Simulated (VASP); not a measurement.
# Os in VASP: further runs

Os is run at these levels: PBE; tasks: single point.

All numbers are computed with VASP 6.6.1; they aren't measurements. Logs are shortened: lines on timing, memory, paths and dates and some standing lists are left out, and cuts for length are marked.

### 1 The cell of the first run

The cell holds a slab with vacuum, 3 atoms: a = 2.727 Å, b = 3.856 Å, c = 18.727 Å, α = 90.00°, β = 90.00°, γ = 90.00°.

### 2 Single point, PBE

Contents of INCAR:

```
SYSTEM = Os
  ALGO = Normal
  DIPOL = 0.5 0.5 0.500
  EDIFF = 1E-6
  ENCUT = 520
  GGA = PE
  IDIPOL = 3
  ISIF = 2
  ISMEAR = -1
  LASPH = .TRUE.
  LCHARG = .TRUE.
  LDIPOL = .TRUE.
  LELF = .TRUE.
  LREAL = .FALSE.
  LVACPOTAV = .TRUE.
  LVHAR = .TRUE.
  LWAVE = .FALSE.
  NBANDS = 19
  NELM = 100
  PREC = Accurate
  SIGMA = 0.1
```

Contents of KPOINTS:

```
k-points
0
G
  13 10 1
  0 0 0
```

Contents of POSCAR:

```
Os
1.0
    2.7269118564      0.0000000000      0.0000000000
    0.0000000000      3.8564357308      0.0000000000
    0.0000000000      0.0000000000     18.7269000000
Os
3
Direct
    0.0000000000      0.0000000000      0.4271926518
    0.5000000000      0.5000000000      0.5000000000
    0.0000000000      0.0000000000      0.5728073482
```

Potentials or basis: VASP PAW PBE potentials, release 64 (Os).

Started as:

```bash
cat potpaw_PBE.64/Os/POTCAR > POTCAR
mpirun -np 1 vasp_std > vasp.out
```

OUTCAR:

```text
SYSTEM = Os
   EDIFF = 1E-6
   ENCUT = 520
   GGA = PE
   ISIF = 2
   ISMEAR = -1
   LASPH = .TRUE.
   LREAL = .FALSE.
   NELM = 100
   PREC = Accurate

 ion  position               nearest neighbor table
   1  0.000  0.000  0.427-   2 2.73   2 2.73   2 2.73   2 2.73   3 2.73
   2  0.500  0.500  0.500-   1 2.73   3 2.73   1 2.73   3 2.73   1 2.73   3 2.73   1 2.73   3 2.73

   3  0.000  0.000  0.573-   2 2.73   2 2.73   2 2.73   2 2.73   1 2.73

  LATTYP: Found a simple orthorhombic cell.
 ALAT       =     2.7269118564
 B/A-ratio  =     1.4142135624
 C/A-ratio  =     6.8674386948

  Lattice vectors:

 A1 = (   2.7269118564,   0.0000000000,   0.0000000000)
 A2 = (   0.0000000000,   3.8564357308,   0.0000000000)
 A3 = (   0.0000000000,   0.0000000000,  18.7269000000)

Analysis of symmetry for initial positions (statically):
=====================================================================
 Subroutine PRICEL returns:
 Original cell was already a primitive cell.

 Routine SETGRP: Setting up the symmetry group for a
 simple orthorhombic supercell.

 Subroutine GETGRP returns: Found  8 space group operations
 (whereof  8 operations were pure point group operations)
 out of a pool of  8 trial point group operations.

The static configuration has the point symmetry D_2h.

Analysis of symmetry for dynamics (positions and initial velocities):
=====================================================================
 Subroutine PRICEL returns:
 Original cell was already a primitive cell.

 Routine SETGRP: Setting up the symmetry group for a
 simple orthorhombic supercell.

 Subroutine GETGRP returns: Found  8 space group operations
 (whereof  8 operations were pure point group operations)
 out of a pool of  8 trial point group operations.

The dynamic configuration has the point symmetry D_2h.

 Subroutine INISYM returns: Found  8 space group operations
 (whereof  8 operations are pure point group operations),
 and found     1 'primitive' translations

----------------------------------------------------------------------------------------

                                     Primitive cell

  volume of cell :     196.9351

  direct lattice vectors                    reciprocal lattice vectors
     2.726911856  0.000000000  0.000000000     0.366715190  0.000000000  0.000000000
     0.000000000  3.856435731  0.000000000     0.000000000  0.259306798  0.000000000
     0.000000000  0.000000000 18.726900000     0.000000000  0.000000000  0.053399121

  length of vectors
     2.726911856  3.856435731 18.726900000     0.366715190  0.259306798  0.053399121

  position of ions in fractional coordinates (direct lattice)
     0.000000000  0.000000000  0.427192652
     0.500000000  0.500000000  0.500000000
     0.000000000  0.000000000  0.572807348

  ion indices of the primitive-cell ions
   primitive index   ion index
                 1           1
                 2           2
                 3           3

----------------------------------------------------------------------------------------

 KPOINTS: k-points

Automatic generation of k-mesh.
 Grid dimensions read from file:
 generate k-points for:   13   10    1

 Generating k-lattice:

  Cartesian coordinates                     Fractional coordinates (reciprocal lattice)
     0.028208861  0.000000000  0.000000000     0.076923077  0.000000000  0.000000000
     0.000000000  0.025930680  0.000000000     0.000000000  0.100000000  0.000000000
     0.000000000  0.000000000  0.053399121     0.000000000  0.000000000  1.000000000

  Length of vectors
     0.028208861  0.025930680  0.053399121

  Shift w.r.t. Gamma in fractional coordinates (k-lattice)
     0.000000000  0.000000000  0.000000000

 Subroutine IBZKPT returns following result:
 ===========================================

 Found     42 irreducible k-points:

 Following reciprocal coordinates:
            Coordinates               Weight
  0.000000  0.000000  0.000000      1.000000
  0.076923  0.000000  0.000000      2.000000
  0.153846  0.000000  0.000000      2.000000
  0.230769  0.000000  0.000000      2.000000
  0.307692  0.000000  0.000000      2.000000
  0.384615  0.000000  0.000000      2.000000
[... 16 lines left out ...]
  0.076923  0.300000  0.000000      4.000000
  0.153846  0.300000  0.000000      4.000000
 [... further k-points ...]
   k-points           NKPTS =     42   k-points in BZ     NKDIM =     42   number of bands    NBANDS=     19
   number of dos      NEDOS =    301   number of ions     NIONS =      3
   total plane-waves  NPLWV =  84000
   dimension x,y,z NGX =    20 NGY =   30 NGZ =  140
   dimension x,y,z NGXF=    40 NGYF=   60 NGZF=  280
   ions per type =               3
   NGX,Y,Z   is equivalent  to a cutoff of  12.19, 12.93, 12.43 a.u.
   NGXF,Y,Z  is equivalent  to a cutoff of  24.39, 25.87, 24.86 a.u.
 SYSTEM =  Os
   PREC   = accura    normal or accurate (medium, high low for compatibility)
   ISTART =      0    job   : 0-new  1-cont  2-samecut
   ICHARG =      2    charge: 1-file 2-atom 10-const
   ISPIN  =      1    spin polarized calculation?
   LNONCOLLINEAR =      F non collinear calculations
   LSORBIT =      F    spin-orbit coupling
   LASPH  =      T    aspherical Exc in radial PAW
   ENCUT  =  520.0 eV  38.22 Ry    6.18 a.u.   5.07  7.17 34.82*2*pi/ulx,y,z
   NELM   =    100;   NELMIN=  2; NELMDL= -5     # of ELM steps
   EDIFF  = 0.1E-05   stopping-criterion for ELM
   LREAL  =      F    real-space projection
   EDIFFG = 0.1E-04   stopping-criterion for IOM
   NSW    =      0    number of steps for IOM
   IBRION =     -1    ionic relax: 0-MD 1-quasi-New 2-CG
   NFREE  =      0    steps in history (QN), initial steepest desc. (CG)
   ISIF   =      2    stress and relaxation
   ISYM   =      2    0-nonsym 1-usesym 2-fastsym
   POTIM  = 0.5000    time-step for ionic-motion
   TEBEG  =    0.0;   TEEND  =   0.0 temperature during run
   PSTRESS=    0.0 pullay stress
   NELECT =      24.0000    total number of electrons
   NUPDOWN=      -1.0000    fix difference up-down
   EMIN   =  10.00;   EMAX   =-10.00  energy-range for DOS
   EFERMI =   0.00;   METHOD = LEGACY
   ISMEAR =    -1;   SIGMA  =   0.10  broadening in eV -4-tet -1-fermi 0-gaus
   EFERMI_NEDOS =   21; number of points for ismear=-14 and -15
   IALGO  =     38    algorithm
   IMIX   =      4    mixing-type and parameters
     AMIX     =   0.40;   BMIX     =  1.00
     AMIX_MAG =   1.60;   BMIX_MAG =  1.00
  volume/ion in A,a.u.               =      65.65       442.99
  Fermi-wavevector in a.u.,A,eV,Ry     =   0.811654  1.533803  8.963274  0.658782
  Thomas-Fermi vector in A             =   1.921053
   LORBIT       =      0    0 simple, 1 ext, 2 COOP (PROOUT), +10 PAW based schemes
   GGA     = PE    functional components
   LHFCALC =     F    Hartree Fock is set to
   AEXX    =    0.0000 exact exchange contribution
   IVDW    =     0    specifies the selected vdW correction
   LEPSILON=     F    determine dielectric tensor
   LRPA    =     F    only Hartree local field effects (RPA)
 non-spin polarized calculation
  energy-cutoff  :      520.00
  volume of cell :      196.94
 maximum number of plane-waves:      5340
   NGX = 11   NGY = 15   NGZ = 69

 dipolmoment           0.000000      0.000000      0.000000 electrons x Angstroem

 number of electron      23.9999999 magnetization

 dipolmoment           0.000000      0.000000     -0.000000 electrons x Angstroem

 Free energy of the ion-electron system (eV)
  ---------------------------------------------------
  ext. energy  EPLUGINS =         0.00000000
  ---------------------------------------------------
  free energy    TOTEN  =       -28.61992662 eV

  energy without entropy =      -28.46883056  energy(sigma->0) =      -28.54437859

 E-fermi :  -1.7999     XC(G=0):  -4.2988

 val. band max:       -1.8081797435   @ k =   0.2308   0.4000   0.0000
 cond. band min:      -1.7921851106   @ k =   0.1538   0.4000   0.0000
 fundamental gap:      0.0159946329
 Fermi energy:        -1.7998788111

 k-point     1 :       0.0000    0.0000    0.0000
  band No.  band energies     occupation
      1     -10.2875      2.00000
      2      -7.8140      2.00000
      3      -6.8812      2.00000
      4      -6.5044      2.00000
      5      -4.9049      2.00000
      6      -4.8032      2.00000
[... 11 lines left out ...]
     18       0.5992      0.00000
     19       2.7632      0.00000

 k-point     2 :       0.0769    0.0000    0.0000
  band No.  band energies     occupation
      1     -10.1150      2.00000
      2      -7.6237      2.00000
      3      -6.6689      2.00000
      4      -6.4241      2.00000
      5      -4.9704      2.00000
      6      -4.8938      2.00000
[... 11 lines left out ...]
     18       0.4594      0.00000
     19       2.8788      0.00000

 k-point     3 :       0.1538    0.0000    0.0000
  band No.  band energies     occupation
      1      -9.6361      2.00000
      2      -7.1336      2.00000
      3      -6.2076      2.00000
      4      -6.1537      2.00000
      5      -5.5171      2.00000
      6      -5.1894      2.00000
[... 11 lines left out ...]
     18       0.7372      0.00000
     19       3.2175      0.00000

 k-point     4 :       0.2308    0.0000    0.0000
  band No.  band energies     occupation
      1      -8.9753      2.00000
      2      -6.6051      2.00000
      3      -6.1762      2.00000
      4      -6.1525      2.00000
      5      -5.6200      2.00000
      6      -5.5567      2.00000
[... 407 lines left out ...]
     18       0.2637      0.00000
     19       0.4299      0.00000

 k-point    23 :       0.0769    0.3000    0.0000
  band No.  band energies     occupation
      1      -9.1876      2.00000
      2      -7.4493      2.00000
      3      -7.2196      2.00000
      4      -5.8021      2.00000
      5      -5.3823      2.00000
      6      -4.4151      2.00000
[... 11 lines left out ...]
     18       0.3479      0.00000
     19       1.2009      0.00000

 k-point    24 :       0.1538    0.3000    0.0000
  band No.  band energies     occupation
      1      -8.7088      2.00000
      2      -6.9085      2.00000
      3      -6.6874      2.00000
      4      -5.7546      2.00000
      5      -5.6050      2.00000
      6      -4.4288      2.00000
[... 11 lines left out ...]
     18       1.1242      0.00000
     19       2.1983      0.00000

 [... further k-points ...]

------------------------ aborting loop because EDIFF is reached ----------------------------------------

  FORCE on cell =-STRESS in cart. coord.  units (eV):
  Direction    XX          YY          ZZ          XY          YZ          ZX
  --------------------------------------------------------------------------------------
  -------------------------------------------------------------------------------------
  Total       -9.6776220     -8.5938471     -7.5984567     -0.0000000      0.0000000      0.0000000
  in kB      -78.7328815    -69.9157652    -61.8177064     -0.0000000      0.0000000      0.0000000
  external PRESSURE =     -70.1554511 kB  Pullay stress =       0.0000000 kB

 VOLUME and BASIS-vectors are now :
 -----------------------------------------------------------------------------
  energy-cutoff  :      520.00
  volume of cell :      196.94
      direct lattice vectors                 reciprocal lattice vectors
     2.726911856  0.000000000  0.000000000     0.366715190  0.000000000  0.000000000
     0.000000000  3.856435731  0.000000000     0.000000000  0.259306798  0.000000000
     0.000000000  0.000000000 18.726900000     0.000000000  0.000000000  0.053399121

 POSITION                                       TOTAL-FORCE (eV/Angst)
 -----------------------------------------------------------------------------------
      0.00000      0.00000      7.99999         0.000000      0.000000      2.770761
      1.36346      1.92822      9.36345         0.000000      0.000000      0.000000
      0.00000      0.00000     10.72691         0.000000      0.000000     -2.770761
 -----------------------------------------------------------------------------------
    total drift:                               -0.000000     -0.000000      0.000000

  FREE ENERGIE OF THE ION-ELECTRON SYSTEM (eV)
  ---------------------------------------------------
  free  energy   TOTEN  =       -28.6199266197 eV

  energy  without entropy=      -28.4688305647  energy(sigma->0) =      -28.54437859

 vacuum level on the upper side and lower side of the slab         3.070         3.070
```

Wall time 7.2 min (1 thread of Intel Xeon 8259CL, shared host); peak memory 0.35 GiB.

What came out:

```yaml
Free_energy: -28.6199 eV
Largest_force: 2.771 eV/Å
Band_gap_on_the_k_mesh: zero (bands 12 and 13 overlap by 1.45 eV)
```

Forces on the atoms (eV/Å):
```
Os   0.000  0.000  2.771
Os   0.000  0.000  0.000
Os   0.000  0.000 -2.771
```

Levels at points of the mesh, in eV from the Fermi level:
```tsv
k point	band 10	band 11	band 12	band 13	band 14	band 15
(0.00, 0.00, 0.00)	-0.56	-0.41	-0.33	-0.30	0.37	0.56
(0.00, 0.50, 0.00)	-1.22	-1.01	0.05	0.18	0.67	0.86
```

Caveat: spin-orbit coupling is left out, which moves the levels of the heavy elements.

### 3 Single point, PBE

Contents of INCAR:

```
SYSTEM = Os
ALGO = Normal ; DIPOL = 0.5 0.5 0.500
EDIFF = 1E-7 ; ENCUT = 520
GGA = PE ; IDIPOL = 3
ISIF = 2 ; ISMEAR = -1
LASPH = .True. ; LCHARG = .False.
LDIPOL = .True. ; LREAL = .False.
LWAVE = .False. ; NBANDS = 19
NELM = 80 ; PREC = Accurate
SIGMA = 0.1
```

Contents of KPOINTS:

```
k-points
0
Gamma
  13 10 1
  0 0 0
```

Contents of POSCAR:

```
Os
1.0
    2.7269118564      0.0000000000      0.0000000000
    0.0000000000      3.8564357308      0.0000000000
    0.0000000000      0.0000000000     18.7269000000
Os
3
Direct
    0.0000000000      0.0000000000      0.4337302405
    0.5000000000      0.5000000000      0.4999999990
    0.0000000000      0.0000000000      0.5662697605
```

Potentials or basis: VASP PAW PBE potentials, release 64 (Os).

Started as:

```bash
cat potpaw_PBE.64/Os/POTCAR > POTCAR
mpirun -np 1 vasp_std > vasp.out
```

It took 6.7 min on 1 thread of Intel Xeon 8259CL, shared host; peak memory 0.35 GiB.

It converged, with:

```
Free energy            : -29.0046 eV
Largest force          : 0.013 eV/Å
Band gap on the k mesh : zero (bands 12 and 13 overlap by 1.88 eV)
```

Forces on the atoms (eV/Å):
```
Os   0.000  0.000  0.013
Os   0.000  0.000  0.000
Os   0.000  0.000 -0.013
```

Levels at points of the mesh, in eV from the Fermi level:
```csv
k point,band 9,band 10,band 11,band 12,band 13,band 14,band 15,band 16
"(0.00, 0.00, 0.00)",-2.30,-0.94,-0.75,-0.32,-0.22,0.25,0.48,1.55
"(0.00, 0.50, 0.00)",-1.72,-1.40,-1.15,-0.09,0.38,1.01,1.13,1.29
```

Caveat: spin-orbit coupling is left out, which moves the levels of the heavy elements.
